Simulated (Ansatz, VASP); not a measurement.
**Two plane-wave programs on ZrB2**

The input INCAR:

```
ALGO = Normal
EDIFF = 1E-6
ENCUT = 520
GGA = RE
ISIF = 2
ISMEAR = -1
LASPH = True
LCHARG = False
LREAL = False
LWAVE = False
NBANDS = 16
NELM = 60
PREC = Accurate
SIGMA = 0.05
```

Contents of KPOINTS:

```
k-points
0
Gamma
  10 10 8
```

The input POSCAR:

```
ZrB2
1.0
    3.1700000000      0.0000000000      0.0000000000
   -1.5850000000      2.7453005300      0.0000000000
    0.0000000000      0.0000000000      3.5330000000
Zr B
1 2
Direct
    0.0000000000      0.0000000000      0.0000000000
    0.6666666667      0.3333333333      0.5000000000
    0.3333333333      0.6666666667      0.5000000000
```

Contents of input.yaml:

```yaml
crystal:
  lattice:
    - [3.17, 0.0, 0.0]
    - [-1.585, 2.74530053, 0.0]
    - [0.0, 0.0, 3.533]
  atoms:
    - { symbol: Zr, position: [0.0, 0.0, 0.0] }
    - { symbol: B, position: [0.6666666667, 0.3333333333, 0.5] }
    - { symbol: B, position: [0.3333333333, 0.6666666667, 0.5] }
hamiltonian:
  xc: revpbe
  pseudopotentials: { kind: paw }
kpoints:
  mp_grid: { grid: [10, 10, 8] }
  band_path:
    path:
      - [[0.0, 0.0, 0.0], [0.5, 0.0, 0.0], [0.3333333333, 0.3333333333, 0.0], [0.0, 0.0, 0.0], [0.0, 0.0, 0.5], [0.5, 0.0, 0.5], [0.3333333333, 0.3333333333, 0.5], [0.0, 0.0, 0.5]]
      - [[0.5, 0.0, 0.5], [0.5, 0.0, 0.0]]
      - [[0.3333333333, 0.3333333333, 0.0], [0.3333333333, 0.3333333333, 0.5]]
    npoints: 14
scf:
  occupations: { method: fermi_dirac, width: 0.05 }
  n_extra_bands: 7
output:
  forces: true
  stress: true
  eigenvalues: true
  fatbands: true
  write_density: true
  write_potential: true
  elf: true
  volumetric_format: npy
```

Alike in both runs: functional revPBE; k mesh 10 × 10 × 8; occupations fermi-dirac, width 0.05 eV; no spin polarisation.

```csv
,VASP,Ansatz
version,VASP 6.6.1,Ansatz 0.2.0
potentials or method,"VASP PAW PBE potentials, release 64 (Zr_sv, B)",Ansatz PAW
plane-wave cutoff (eV),520,420
valence electrons in the cell,18,18
task,single point,band structure
```

|  | VASP | Ansatz | Ansatz less VASP |
| --- | --- | --- | --- |
| gap on the k mesh at the Fermi level (eV) | none | none | - |
| pressure (GPa) | 3.6 | 3.5 | -0.08 |
| traceless stress, the component that is largest in VASP (GPa) | 0.59 | 0.55 | -0.045 |

VASP's potentials were made for PBE, not for revPBE. A gap of «none» marks a metal or a gap that the smearing closes. The functional is the same, so the differences come from potentials, cutoffs and numerics.
